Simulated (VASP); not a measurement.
# Sb (Pm-3m) in VASP: a series of runs

Sb is run at these levels: PBEsol; tasks: single point.

All numbers are computed with VASP 6.6.1; they aren't measurements. Logs are shortened: lines on timing, memory, paths and dates and some standing lists are left out, and cuts for length are marked.

**1. The cell of the first run**

Symmetry: Pm-3m, No. 221, cubic system. The conventional cell has a = 3.139 Å, b = 3.139 Å, c = 3.139 Å, α = 90.00°, β = 90.00°, γ = 90.00°. Sb (site symmetry m-3m) has 6 Sb at 3.14 Å within 4.1 Å.

**2. Single point, PBEsol (volume scaled by 1.08)**

INCAR reads:

```
SYSTEM = Sb
  ALGO = Normal
  EDIFF = 1E-7
  ENCUT = 520
  GGA = PS
  ISIF = 2
  ISMEAR = -1
  LASPH = .TRUE.
  LCHARG = .FALSE.
  LREAL = .FALSE.
  LWAVE = .FALSE.
  NBANDS = 8
  NELM = 100
  PREC = Accurate
  SIGMA = 0.1
```

KPOINTS reads:

```
k-points
0
G
  12 12 12
  0 0 0
```

POSCAR reads:

```
Sb
1.0
    3.1388473607      0.0000000000      0.0000000000
    0.0000000000      3.1388473607      0.0000000000
    0.0000000000      0.0000000000      3.1388473607
Sb
1
Direct
    0.0000000000      0.0000000000      0.0000000000
```

Potentials or basis: VASP PAW PBE potentials, release 64 (Sb).

Run with:

```
$ cat potpaw_PBE.64/Sb/POTCAR > POTCAR
$ mpirun -np 1 vasp_std > vasp.out
```

OUTCAR:

```text
SYSTEM = Sb
   EDIFF = 1E-7
   ENCUT = 520
   GGA = PS
   ISIF = 2
   ISMEAR = -1
   LASPH = .TRUE.
   LREAL = .FALSE.
   NELM = 100
   PREC = Accurate

 ion  position               nearest neighbor table
   1  0.000  0.000  0.000-

  LATTYP: Found a simple cubic cell.
 ALAT       =     3.1388473607

  Lattice vectors:

 A1 = (   3.1388473607,   0.0000000000,   0.0000000000)
 A2 = (   0.0000000000,   3.1388473607,   0.0000000000)
 A3 = (   0.0000000000,   0.0000000000,   3.1388473607)

Analysis of symmetry for initial positions (statically):
=====================================================================
 Subroutine PRICEL returns:
 Original cell was already a primitive cell.

 Routine SETGRP: Setting up the symmetry group for a
 simple cubic supercell.

 Subroutine GETGRP returns: Found 48 space group operations
 (whereof 48 operations were pure point group operations)
 out of a pool of 48 trial point group operations.

The static configuration has the point symmetry O_h .

Analysis of symmetry for dynamics (positions and initial velocities):
=====================================================================
 Subroutine PRICEL returns:
 Original cell was already a primitive cell.

 Routine SETGRP: Setting up the symmetry group for a
 simple cubic supercell.

 Subroutine GETGRP returns: Found 48 space group operations
 (whereof 48 operations were pure point group operations)
 out of a pool of 48 trial point group operations.

The dynamic configuration has the point symmetry O_h .

 Subroutine INISYM returns: Found 48 space group operations
 (whereof 48 operations are pure point group operations),
 and found     1 'primitive' translations

----------------------------------------------------------------------------------------

                                     Primitive cell

  volume of cell :      30.9251

  direct lattice vectors                    reciprocal lattice vectors
     3.138847361  0.000000000  0.000000000     0.318588286  0.000000000  0.000000000
     0.000000000  3.138847361  0.000000000     0.000000000  0.318588286  0.000000000
     0.000000000  0.000000000  3.138847361     0.000000000  0.000000000  0.318588286

  length of vectors
     3.138847361  3.138847361  3.138847361     0.318588286  0.318588286  0.318588286

  position of ions in fractional coordinates (direct lattice)
     0.000000000  0.000000000  0.000000000

  ion indices of the primitive-cell ions
   primitive index   ion index
[... 70 lines left out ...]
   LASPH  =      T    aspherical Exc in radial PAW
   ENCUT  =  520.0 eV  38.22 Ry    6.18 a.u.   5.84  5.84  5.84*2*pi/ulx,y,z
   NELM   =    100;   NELMIN=  2; NELMDL= -5     # of ELM steps
   EDIFF  = 0.1E-06   stopping-criterion for ELM
   LREAL  =      F    real-space projection
   EDIFFG = 0.1E-05   stopping-criterion for IOM
   NSW    =      0    number of steps for IOM
   IBRION =     -1    ionic relax: 0-MD 1-quasi-New 2-CG
   NFREE  =      0    steps in history (QN), initial steepest desc. (CG)
   ISIF   =      2    stress and relaxation
   ISYM   =      2    0-nonsym 1-usesym 2-fastsym
   POTIM  = 0.5000    time-step for ionic-motion
   TEBEG  =    0.0;   TEEND  =   0.0 temperature during run
   PSTRESS=    0.0 pullay stress
   NELECT =       5.0000    total number of electrons
   NUPDOWN=      -1.0000    fix difference up-down
   EMIN   =  10.00;   EMAX   =-10.00  energy-range for DOS
   EFERMI =   0.00;   METHOD = LEGACY
   ISMEAR =    -1;   SIGMA  =   0.10  broadening in eV -4-tet -1-fermi 0-gaus
   EFERMI_NEDOS =   21; number of points for ismear=-14 and -15
   IALGO  =     38    algorithm
   IMIX   =      4    mixing-type and parameters
     AMIX     =   0.40;   BMIX     =  1.00
     AMIX_MAG =   1.60;   BMIX_MAG =  1.00
  volume/ion in A,a.u.               =      30.93       208.69
  Fermi-wavevector in a.u.,A,eV,Ry     =   0.891856  1.685363 10.822166  0.795407
  Thomas-Fermi vector in A             =   2.013730
   LORBIT       =      0    0 simple, 1 ext, 2 COOP (PROOUT), +10 PAW based schemes
   GGA     = PS    functional components
   LHFCALC =     F    Hartree Fock is set to
   AEXX    =    0.0000 exact exchange contribution
   IVDW    =     0    specifies the selected vdW correction
   LEPSILON=     F    determine dielectric tensor
   LRPA    =     F    only Hartree local field effects (RPA)
 non-spin polarized calculation
  energy-cutoff  :      520.00
  volume of cell :       30.93
 maximum number of plane-waves:       852
 NGX is ok and might be reduce to    24
   NGX = 11   NGY = 11   NGZ = 11

 number of electron       5.0000000 magnetization

 Free energy of the ion-electron system (eV)
  ---------------------------------------------------
  ext. energy  EPLUGINS =         0.00000000
  ---------------------------------------------------
  free energy    TOTEN  =        -4.50413031 eV

  energy without entropy =       -4.48105669  energy(sigma->0) =       -4.49259350

 E-fermi :   6.6042     XC(G=0):  -9.6030

 val. band max:        6.5968031183   @ k =   0.4167   0.2500   0.0833
 cond. band min:       6.6659705227   @ k =   0.1667   0.0833   0.0000
 fundamental gap:      0.0691674044
 Fermi energy:         6.6042494872

 k-point     1 :       0.0000    0.0000    0.0000
  band No.  band energies     occupation
      1      -5.5872      2.00000
      2       9.7107      0.00000
      3       9.7107      0.00000
      4       9.7107      0.00000
      5      13.4548      0.00000
      6      13.4548      0.00000
      7      14.4576      0.00000
      8      24.0656      0.00000
[... 243 lines left out ...]
 k-point    24 :       0.4167    0.3333    0.0000
  band No.  band energies     occupation
      1      -2.1093      2.00000
      2       3.0018      2.00000
      3       4.8018      2.00000
      4      10.6536      0.00000
      5      12.7166      0.00000
      6      17.2102      0.00000
      7      19.3373      0.00000
      8      19.5535      0.00000

 [... further k-points ...]
[... 5 lines left out ...]
  --------------------------------------------------------------------------------------
  -------------------------------------------------------------------------------------
  Total       -0.7214783     -0.7214783     -0.7214783      0.0000000      0.0000000     -0.0000000
  in kB      -37.3786222    -37.3786222    -37.3786222      0.0000000      0.0000000     -0.0000000
  external PRESSURE =     -37.3786222 kB  Pullay stress =       0.0000000 kB

 VOLUME and BASIS-vectors are now :
 -----------------------------------------------------------------------------
  energy-cutoff  :      520.00
  volume of cell :       30.93
      direct lattice vectors                 reciprocal lattice vectors
     3.138847361  0.000000000  0.000000000     0.318588286  0.000000000  0.000000000
     0.000000000  3.138847361  0.000000000     0.000000000  0.318588286  0.000000000
     0.000000000  0.000000000  3.138847361     0.000000000  0.000000000  0.318588286

 POSITION                                       TOTAL-FORCE (eV/Angst)
 -----------------------------------------------------------------------------------
      0.00000      0.00000      0.00000         0.000000      0.000000      0.000000
 -----------------------------------------------------------------------------------
    total drift:                                0.000000      0.000000      0.000000

  FREE ENERGIE OF THE ION-ELECTRON SYSTEM (eV)
  ---------------------------------------------------
  free  energy   TOTEN  =        -4.5041303114 eV

  energy  without entropy=       -4.4810566901  energy(sigma->0) =       -4.49259350
```

OSZICAR:

```text
N       E                     dE             d eps       ncg     rms          rms(c)
DAV:   1     0.472772532270E+01    0.47277E+01   -0.16934E+03  1352   0.413E+02
DAV:   2    -0.439210931532E+01   -0.91198E+01   -0.88740E+01  1904   0.532E+01
DAV:   3    -0.450500646948E+01   -0.11290E+00   -0.11281E+00  1584   0.662E+00
DAV:   4    -0.450543447207E+01   -0.42800E-03   -0.42800E-03  2024   0.489E-01
DAV:   5    -0.450543623633E+01   -0.17643E-05   -0.17648E-05  1696   0.200E-02    0.173E+00
DAV:   6    -0.450468083067E+01    0.75541E-03   -0.58457E-04  1688   0.142E-01    0.102E+00
DAV:   7    -0.450412320427E+01    0.55763E-03   -0.13627E-03  1488   0.212E-01    0.616E-02
DAV:   8    -0.450412956317E+01   -0.63589E-05   -0.39494E-05  1968   0.418E-02    0.542E-03
DAV:   9    -0.450413044196E+01   -0.87878E-06   -0.75233E-07  1776   0.628E-03    0.181E-03
DAV:  10    -0.450413027138E+01    0.17058E-06   -0.21724E-07  1800   0.239E-03    0.359E-04
DAV:  11    -0.450413031140E+01   -0.40027E-07   -0.25585E-09  1048   0.340E-04
   1 F= -.45041303E+01 E0= -.44925935E+01  d E =-.230736E-01
```

Wall time 7 s (1 thread of Intel Xeon 6975P-C, shared host); peak memory 0.15 GiB.

Results:

- Free energy: -4.5041 eV
- Pressure: -3.7 GPa

Caveat: the PAW data sets were made with another functional, which shifts forces and pressure a little; spin-orbit coupling is left out, which moves the levels of the heavy elements.

**3. Single point, PBEsol (volume scaled by 1.12)**

INCAR reads:

```
SYSTEM = Sb
ALGO = Normal
EDIFF = 1E-6
ENCUT = 520
GGA = PS
ISIF = 2
ISMEAR = -1
LASPH = .TRUE.
LCHARG = .FALSE.
LREAL = .FALSE.
LWAVE = .FALSE.
NBANDS = 8
NELM = 100
PREC = Accurate
SIGMA = 0.1
```

KPOINTS is that of step 2.

POSCAR reads:

```
Sb
1.0
    3.1771297600      0.0000000000      0.0000000000
    0.0000000000      3.1771297600      0.0000000000
    0.0000000000      0.0000000000      3.1771297600
Sb
1
Direct
    0.0000000000      0.0000000000      0.0000000000
```

Potentials or basis: VASP PAW PBE potentials, release 64 (Sb).

Run with:

```
$ cat potpaw_PBE.64/Sb/POTCAR > POTCAR
$ mpirun -np 1 vasp_std > vasp.out
```

Run time: 6.9 s. Hardware: 1 thread of Intel Xeon 6975P-C, shared host; peak memory 0.15 GiB.

The run converged. Its results:

```yaml
Free_energy: -4.4720 eV
Pressure: -5.2 GPa
```

Levels at points of the mesh, in eV from the Fermi level:
| k point | band 1 | band 2 | band 3 | band 4 | band 5 | band 6 | band 7 |
| --- | --- | --- | --- | --- | --- | --- | --- |
| (0.00, 0.00, 0.00) | -11.92 | 3.02 | 3.02 | 3.02 | 6.83 | 6.83 | 7.65 |
| (0.50, 0.00, 0.00) | -9.75 | -5.17 | 4.81 | 4.81 | 8.81 | 10.26 | 10.87 |
| (0.50, 0.50, 0.00) | -7.48 | -3.28 | -3.28 | 2.32 | 6.58 | 12.26 | 12.97 |
| (0.50, 0.50, 0.50) | -5.00 | -1.52 | -1.52 | -1.52 | 4.86 | 4.86 | 4.86 |

Caveat: the PAW data sets were made with another functional, which shifts forces and pressure a little; spin-orbit coupling is left out, which moves the levels of the heavy elements.
